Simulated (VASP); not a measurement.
# AlN (P1) in VASP: a series of runs, part 2 of 2

VASP 6.6.1.

### 3 Single point, PBEsol (atom 3 (N) moved by (-0.300, +0.300) A along x and y)

The input, INCAR:

```
SYSTEM = AlN
PREC = Accurate ; ENCUT = 600
EDIFF = 1E-6 ; ISMEAR = 0
SIGMA = 0.05 ; LREAL = .FALSE.
LASPH = .TRUE. ; NELM = 120
ALGO = Normal ; ISIF = 2
LWAVE = .FALSE. ; LCHARG = .FALSE.
GGA = PS ; NBANDS = 16
GGA_COMPAT = .FALSE.
```

The input, KPOINTS:

```
regular mesh
0
G
  12 12 6
  0 0 0
```

The input, POSCAR:

```
AlN
1.0
    3.1110021516      0.0000000000      0.0000000000
   -1.5555010758      2.6942068945      0.0000000000
    0.0000000000      0.0000000000      4.9780000000
Al N
2 2
Direct
    0.3333333333      0.6666666667      0.0000000000
    0.6666666667      0.3333333333      0.5000000000
    0.2925763962      0.7780166898      0.3850000000
    0.6666666667      0.3333333333      0.8850000000
```

Potentials or basis: VASP PAW PBE potentials, release 64 (Al, N).

On the command line:

```bash
$ cat potpaw_PBE.64/Al/POTCAR potpaw_PBE.64/N/POTCAR > POTCAR
$ mpirun -np 1 vasp_std > vasp.out
```

OUTCAR:

```text
SYSTEM = AlN
   PREC = Accurate
   ENCUT = 600
   EDIFF = 1E-6
   ISMEAR = 0
   LREAL = .FALSE.
   LASPH = .TRUE.
   NELM = 120
   ISIF = 2
   GGA = PS

 ion  position               nearest neighbor table
   1  0.333  0.667  0.000-   4 1.89   4 1.89   4 1.89   3 1.96   2 3.07   2 3.07   2 3.07   2 3.07
                             2 3.07   2 3.07
   2  0.667  0.333  0.500-   3 1.63   3 1.83   4 1.92   3 2.28   1 3.07   1 3.07   1 3.07   1 3.07
                             1 3.07   1 3.07
   3  0.293  0.778  0.385-   2 1.63   2 1.83   1 1.96   2 2.28
   4  0.667  0.333  0.885-   1 1.89   1 1.89   1 1.89   2 1.92

  LATTYP: Found a hexagonal cell.
 ALAT       =     3.1110021516
 C/A-ratio  =     1.6001274694

  Lattice vectors:

 A1 = (   3.1110021516,   0.0000000000,   0.0000000000)
 A2 = (  -1.5555010758,   2.6942068945,   0.0000000000)
 A3 = (   0.0000000000,   0.0000000000,   4.9780000000)

Analysis of symmetry for initial positions (statically):
=====================================================================
 Subroutine PRICEL returns:
 Original cell was already a primitive cell.

 Routine SETGRP: Setting up the symmetry group for a
 hexagonal supercell.

 Subroutine GETGRP returns: Found  1 space group operations
 (whereof  1 operations were pure point group operations)
[... 169 lines left out ...]
 E-fermi :   6.8209     XC(G=0): -11.1057

 val. band max:        6.5369511666   @ k =   0.0000   0.0000   0.0000
 cond. band min:       9.9014551084   @ k =   0.0000   0.0000   0.0000
 fundamental gap:      3.3645039417
 Fermi energy:         6.8209173738

 k-point     1 :       0.0000    0.0000    0.0000
  band No.  band energies     occupation
      1      -9.1211      2.00000
      2      -6.9345      2.00000
      3       0.0254      2.00000
      4       4.5323      2.00000
      5       5.4220      2.00000
      6       5.7409      2.00000
[... 433 lines left out ...]
      3       0.7444      2.00000
      4       3.0619      2.00000
      5       3.4780      2.00000
      6       4.8545      2.00000
[... 8 lines left out ...]
     15      19.3359      0.00000
     16      19.7612      0.00000

 [... further k-points ...]
[... 5 lines left out ...]
  --------------------------------------------------------------------------------------
  -------------------------------------------------------------------------------------
  Total       -0.4598398      7.5311807      0.6504817      3.1245425      2.3698581      0.5306887
  in kB      -17.6575736    289.1928172     24.9781065    119.9805547     91.0011270     20.3781283
  external PRESSURE =      98.8377834 kB  Pullay stress =       0.0000000 kB

 VOLUME and BASIS-vectors are now :
 -----------------------------------------------------------------------------
  energy-cutoff  :      600.00
  volume of cell :       41.72
      direct lattice vectors                 reciprocal lattice vectors
     3.111002152  0.000000000  0.000000000     0.321439829  0.185583372  0.000000000
    -1.555501076  2.694206895  0.000000000     0.000000000  0.371166744  0.000000000
     0.000000000  0.000000000  4.978000000     0.000000000  0.000000000  0.200883889

 POSITION                                       TOTAL-FORCE (eV/Angst)
 -----------------------------------------------------------------------------------
     -0.00000      1.79614      0.00000        -0.466342      0.451147      0.470246
      1.55550      0.89807      2.48900        -0.265406      5.493699      2.279155
     -0.30000      2.09614      1.91653         0.801833     -6.172592     -2.511672
      1.55550      0.89807      4.40553        -0.070085      0.227746     -0.237729
 -----------------------------------------------------------------------------------
    total drift:                                0.000360     -0.001748      0.000104

  FREE ENERGIE OF THE ION-ELECTRON SYSTEM (eV)
  ---------------------------------------------------
  free  energy   TOTEN  =       -30.1610010429 eV

  energy  without entropy=      -30.1610010429  energy(sigma->0) =      -30.16100104
```

OSZICAR:

```text
N       E                     dE             d eps       ncg     rms          rms(c)
DAV:   1     0.481669926744E+02    0.48167E+02   -0.79898E+03 13952   0.101E+03
DAV:   2    -0.310545396352E+02   -0.79222E+02   -0.72012E+02 19256   0.209E+02
DAV:   3    -0.350926096820E+02   -0.40381E+01   -0.40242E+01 18184   0.502E+01
DAV:   4    -0.351180363466E+02   -0.25427E-01   -0.25425E-01 17688   0.424E+00
DAV:   5    -0.351183593144E+02   -0.32297E-03   -0.32296E-03 18632   0.476E-01    0.124E+01
DAV:   6    -0.302315672169E+02    0.48868E+01   -0.10649E+01 18464   0.248E+01    0.441E+00
DAV:   7    -0.302061353355E+02    0.25432E-01   -0.70378E-01 16032   0.592E+00    0.296E+00
DAV:   8    -0.301647330882E+02    0.41402E-01   -0.75092E-02 19336   0.240E+00    0.431E-01
DAV:   9    -0.301607852364E+02    0.39479E-02   -0.10971E-02 19344   0.786E-01    0.249E-01
DAV:  10    -0.301610562485E+02   -0.27101E-03   -0.12379E-03 15888   0.249E-01    0.960E-02
DAV:  11    -0.301610012702E+02    0.54978E-04   -0.16651E-04 18264   0.108E-01    0.172E-02
DAV:  12    -0.301610010429E+02    0.22731E-06   -0.82114E-06 18264   0.231E-02
   1 F= -.30161001E+02 E0= -.30161001E+02  d E =-.320504E-18
```

stdout:

```text
POSCAR found type information on POSCAR AlN
 POSCAR found :  2 types and       4 ions
 scaLAPACK will be used
 -----------------------------------------------------------------------------
|                                                                             |
|                                                                             |
|     You enforced a specific xc type in the INCAR file but a different       |
|     I HOPE YOU KNOW WHAT YOU ARE DOING!                                     |
|                                                                             |
 -----------------------------------------------------------------------------

 LDA part: xc-table for (Slater+PW92), standard interpolation
 POSCAR, INCAR and KPOINTS ok, starting setup
 FFT: planning ... GRIDC
 FFT: planning ... GRID_SOFT
 FFT: planning ... GRID
 WAVECAR not read
 entering main loop
```

Wall time 1.8 min (1 thread of Intel Xeon 6975P-C (Granite Rapids), shared host); peak memory 0.4 GiB.

Results:

* Free energy: -30.1610 eV
* Pressure: 9.9 GPa
* Largest force: 6.712 eV/Å
* Band gap on the k mesh: 3.36 eV

Forces on the atoms (eV/Å):
```
Al  -0.466  0.451  0.470
Al  -0.265  5.494  2.279
N    0.802 -6.173 -2.512
N   -0.070  0.228 -0.238
```

Stress tensor (GPa, compression positive):
```
-1.77 12.00  2.04
12.00 28.92  9.10
 2.04  9.10  2.50
```

Caveat: the cell differs from its parent crystal (atom 3 (N) moved by (-0.300, +0.300) A along x and y); the stress differs along the axes, from -2 to 29 GPa; the PAW data sets were made with another functional, which shifts forces and pressure a little. A k mesh can miss the band edges.
